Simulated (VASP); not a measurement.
A run of VASP 6.6.1:

File INCAR:

```
SYSTEM = SnSe
PREC = Accurate
ENCUT = 520
EDIFF = 1E-7
ISMEAR = 0
SIGMA = 0.02
LREAL = .FALSE.
LASPH = .TRUE.
NELM = 80
ALGO = Normal
ISIF = 2
LWAVE = .FALSE.
LCHARG = .FALSE.
GGA = PE
IVDW = 12
NBANDS = 28
```

Contents of KPOINTS:

```
Automatic mesh
0
G
  6 6 6
  0 0 0
```

POSCAR

```
SnSe
1.0
    4.3049508591      0.0000000000      0.0000000000
    0.0000000000      4.3049508591      0.0000000000
    0.0000000000      0.0000000000      6.0878267903
Sn Se
2 2
Direct
    0.5000000000      0.0000000000      0.2521989628
    0.0000000000      0.5000000000      0.7478010372
    0.5000000000      0.0000000000      0.7490602430
    0.0000000000      0.5000000000      0.2509397570
```

Potentials or basis: VASP PAW PBE potentials, release 64 (Sn_d, Se).

The run is started by

```console
$ cat potpaw_PBE.64/Sn_d/POTCAR potpaw_PBE.64/Se/POTCAR > POTCAR
$ mpirun -np 1 vasp_std > vasp.out
```

Hardware: 1 thread of AMD EPYC 9R45 96-Core Processor (Zen 5) (shared host).

Task: How long does it take, and how much memory?

Result: Wall time 53 s on 1 thread of AMD EPYC 9R45 96-Core Processor (Zen 5), with other jobs on the host, peak memory 0.24 GiB. Counts: scf iterations 15, k points 40.
